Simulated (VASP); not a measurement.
A run of VASP 6.6.1 is set up as follows.

INCAR

```
SYSTEM = NaI
PREC     = Accurate       ! precision mode
ENCUT    = 600            ! plane-wave cutoff, eV
EDIFF    = 1E-6           ! SCF threshold, eV
ISMEAR   = 0              ! smearing method
SIGMA    = 0.1            ! smearing width, eV
LREAL    = .False.        ! projectors in reciprocal space
LASPH    = .True.         ! aspherical terms in the spheres
NELM     = 80             ! most SCF steps
ALGO     = Normal         ! electronic algorithm
ISIF     = 3              ! what is computed and relaxed
LWAVE    = .False.        ! write WAVECAR
LCHARG   = .False.        ! write CHGCAR
GGA      = PE             ! functional
IBRION   = 2              ! ionic algorithm
NSW      = 90             ! ionic steps
EDIFFG   = -0.04          ! ionic threshold
```

Contents of KPOINTS:

```
regular mesh
0
Gamma
  4 4 4
  0 0 0
```

File POSCAR:

```
NaI
1.0
    2.3282733774     -6.1431807695      0.0000000000
    2.3282733774      6.1431807695      0.0000000000
    0.0000000000      0.0000000000      4.6250836011
Na I
2 2
Direct
    0.8540000000      0.1460000000      0.7500000000
    0.1460000000      0.8540000000      0.2500000000
    0.5500000000      0.4500000000      0.7500000000
    0.4500000000      0.5500000000      0.2500000000
```

Potentials or basis: VASP PAW PBE potentials, release 64 (Na_pv, I).

Run with:

```console
$ cat potpaw_PBE.64/Na_pv/POTCAR potpaw_PBE.64/I/POTCAR > POTCAR
$ mpirun -np 1 vasp_std > vasp.out
```

Predict the relaxed cell.

a = 7.946 Å, b = 7.946 Å, c = 4.566 Å, α = 90.00°, β = 90.00°, γ = 147.44°.

Predict the relaxed volume.

38.80 Å³/atom.

Estimate the band gap on the k mesh.

3.47 eV.

Estimate the space group after relaxing (to 0.1 Å).

Cmcm (No. 63).

Stress tensor (GPa, compression positive):
```
 0.07  0.00  0.00
 0.00  0.02  0.00
 0.00  0.00 -0.05
```

Caveat: the volume moved by over 15 % at a fixed basis, so the end points are rough; spin-orbit coupling is left out, which moves the levels of the heavy elements. A k mesh can miss the band edges.
